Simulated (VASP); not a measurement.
A run of VASP 6.6.1:

Contents of INCAR:

```
ALGO = Normal ; EDIFF = 1E-7
ENCUT = 520 ; GGA = PE
ISIF = 2 ; ISMEAR = 0
LASPH = T ; LCHARG = F
LREAL = F ; LWAVE = F
NBANDS = 63 ; NELM = 100
PREC = Accurate ; SIGMA = 0.2
```

Contents of KPOINTS:

```
k-points
0
Gamma
  6 4 4
```

The input POSCAR:

```
CdAgF4
1.0
    0.0000000000      4.1789400934      0.0000000000
    0.0000000000      0.0000000000      6.5481595883
    8.3578801869      0.0000000000      0.0000000000
Cd Ag F
2 2 8
Direct
    0.0000000000      0.0000000000      0.0000000000
    0.0000000000      0.0000000000      0.5000000000
    0.5000000000      0.5000000000      0.2500000000
    0.5000000000      0.5000000000      0.7500000000
    1.0000000000      0.6745965184      0.0000000000
    1.0000000000      0.6745965184      0.5000000000
    0.0000000000      0.0000000000      0.2500000000
    0.0000000000      0.0000000000      0.7500000000
    0.5000000000      0.0000000000      0.5000000000
    0.5000000000      0.0000000000      1.0000000000
    1.0000000000      0.3254034816      0.0000000000
    1.0000000000      0.3254034816      0.5000000000
```

Potentials or basis: VASP PAW PBE potentials, release 64 (Cd, Ag, F).

Command:

```bash
$ cat potpaw_PBE.64/Cd/POTCAR potpaw_PBE.64/Ag/POTCAR potpaw_PBE.64/F/POTCAR > POTCAR
$ mpirun -np 1 vasp_std > vasp.out
```

Hardware: 1 thread of Intel(R) Xeon(R) Platinum 8375C CPU @ 2.90GHz (Ice Lake), on a shared host.

Problem. Estimate the wall time of this run.

Solution. It took 7 min on 1 thread of Intel(R) Xeon(R) Platinum 8375C CPU @ 2.90GHz (Ice Lake), with other jobs on the host, peak memory 0.58 GiB. Counts: scf iterations 18, k points 36.
